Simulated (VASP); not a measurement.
CuI:

```
CELL_PARAMETERS angstrom
3.66139 0.00000 0.00000
0.00000 3.66139 0.00000
0.00000 0.00000 3.66139
ATOMIC_POSITIONS crystal
Cu 0.00000 0.00000 0.00000
I 0.50000 0.50000 0.50000
```

Base run:

```yaml
Program: VASP 6.6.1
Functional: PBE
Potentials_or_basis: VASP PAW PBE potentials, release 64 (Cu, I)
Cutoff: 520 eV
k_mesh: 6 × 6 × 6
Occupations: fermi-dirac, width 0.02 eV
Spin: no spin polarisation
```

Its results: band gap on the k mesh zero (band 9 reaches 5.62 eV, above the bottom of band 10 at 5.21 eV); pressure -0.8 GPa.

Problem. The run is repeated on the same cell with these changes: k mesh from 6 × 6 × 6 to 6 × 6 × 6, shifted; further incar settings from ALGO = Normal; EDIFF = 1e-06; NBANDS = 16 to ALGO = Normal; EDIFF = 1e-06; NBANDS = 16; ISYM = 0. What comes out?

Solution. Band gap on the k mesh zero (band 9 reaches 5.62 eV, above the bottom of band 10 at 5.27 eV); pressure -0.1 GPa.

Caveats: spin-orbit coupling is left out, which moves the levels of the heavy elements; semilocal functionals often make such compounds metallic where correlation or magnetic order opens a gap, which also shifts bond lengths.
